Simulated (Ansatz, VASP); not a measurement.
## One calculation of Hf2SeS3, two programs

INCAR

```
ALGO = Normal
EDIFF = 1E-6
EDIFFG = -0.04
ENCUT = 600
GGA = PE
IBRION = 2
ISIF = 3
ISMEAR = 0
LASPH = True
LCHARG = False
LREAL = False
LWAVE = False
NELM = 60
NSW = 90
PREC = Accurate
SIGMA = 0.1
```

The input KPOINTS:

```
k-points
0
Gamma
  6 6 2
```

Contents of POSCAR:

```
Hf2SeS3
1.0
    4.3375878900      0.0000000000      0.0000000000
   -2.1687939400      3.7564613000      0.0000000000
    0.0000000000      0.0000000000      7.8545186100
Hf Se S
2 1 3
Direct
    0.6666666700      0.3333333300      0.6786552700
    0.3333333300      0.6666666700      0.3213447300
    0.0000000000      0.0000000000      0.0000000000
    0.0000000000      0.0000000000      0.5000000000
    0.6666666700      0.3333333300      0.3572515000
    0.3333333300      0.6666666700      0.6427485000
```

Input for Ansatz:

```yaml
crystal:
  lattice:
    - [4.33758789, 0.0, 0.0]
    - [-2.16879394, 3.7564613, 0.0]
    - [0.0, 0.0, 7.85451861]
  atoms:
    - { symbol: Hf, position: [0.66666667, 0.33333333, 0.67865527] }
    - { symbol: Hf, position: [0.33333333, 0.66666667, 0.32134473] }
    - { symbol: Se, position: [0.0, 0.0, 0.0] }
    - { symbol: S, position: [0.0, 0.0, 0.5] }
    - { symbol: S, position: [0.66666667, 0.33333333, 0.3572515] }
    - { symbol: S, position: [0.33333333, 0.66666667, 0.6427485] }
basis:
  ecutwfc: 420
kpoints:
  mp_grid: { grid: [6, 6, 2] }
hamiltonian:
  xc: pbe
scf:
  occupations: { method: gaussian, width: 0.1 }
  lower_state_search: "off"
output:
  forces: true
  stress: true
  eigenvalues: true
relax:
  adjacent_minimum: "off"
  f_tol: 0.04
  max_steps: 70
  cell: { stress_tol: 0.4 }
```

Change from the starting cell: species swapped into the Sr2H3I type (P-3m1, No. 164).

Alike in both runs: task relaxation of cell and atoms; functional PBE; k mesh 6 × 6 × 2; occupations gaussian, width 0.1 eV; no spin polarisation.

|  | VASP | Ansatz |
| --- | --- | --- |
| version | VASP 6.6.1 | Ansatz 0.2.0 |
| potentials or method | VASP PAW PBE potentials, release 64 (Hf_pv, Se, S), cutoff 600 eV | scalar-relativistic, plane waves, PAW |
| valence electrons in the cell | 44 | 86 |

|  | VASP | Ansatz | Ansatz less VASP |
| --- | --- | --- | --- |
| gap on the k mesh at the Fermi level, each at its own relaxed structure (eV) | none | none | - |
| relaxed volume (Å³/atom) | 19.50 | 19.61 | +0.113 |
| relaxed cell length with the largest relative difference (Å) | 4.453 | 4.463 | +0.0097 |

A gap of «none» marks a metal or a gap that the smearing closes. VASP's potentials hold 44 valence electrons a cell and Ansatz's 86, so a difference there can come from the potentials and not from the codes.

The k mesh is coarse, so the values compare programs but aren't converged. Neither program's run includes spin-orbit coupling.
